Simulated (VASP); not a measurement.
Runs of VASP 6.6.1 on As. The structure is trigonal, space group R-3m (No. 166). The conventional cell has a = 3.759 Å, b = 3.759 Å, c = 10.457 Å, α = 90.00°, β = 90.00°, γ = 120.00°. Within 3.3 Å of As (site symmetry 3m) lie 6 As at 2.53 to 3.08 Å. 

```tsv
task	level	potentials or basis	k mesh	cutoff (eV)	second run	gap on the mesh (eV)	pressure (GPa)	largest force (eV/Å)
single point	PBE	VASP PAW PBE potentials, release 64 (As)	11 × 11 × 11	520	-	none	3.2	0.05
single point	PBE	VASP PAW PBE potentials, release 64 (As_d)	11 × 11 × 11	600	valence_matched	none	3.0	(b)
electric field gradients	PBE	VASP PAW PBE potentials, release 64 (As)	10 × 10 × 10	400	-	none	3.8	(a)
electric field gradients	r2SCAN	VASP PAW PBE potentials, release 64 (As)	11 × 11 × 11	520	-	none	1.1	(c)
```

Alike in all rows: no spin polarisation; cell as given; smearing fermi-dirac 0.05 eV.

**Question.** Fill in the values left out.

**Answer.** (a) 0.29; (b) 0.01; (c) 0.26.

Caveats: the PAW data sets were made with another functional, which shifts forces and pressure a little (some runs).

A k mesh can miss the band edges, and the runs leave out spin-orbit coupling on As.

A gap of «none» marks levels without a gap at the run's occupations.

The runs don't all hold the same shells in valence.
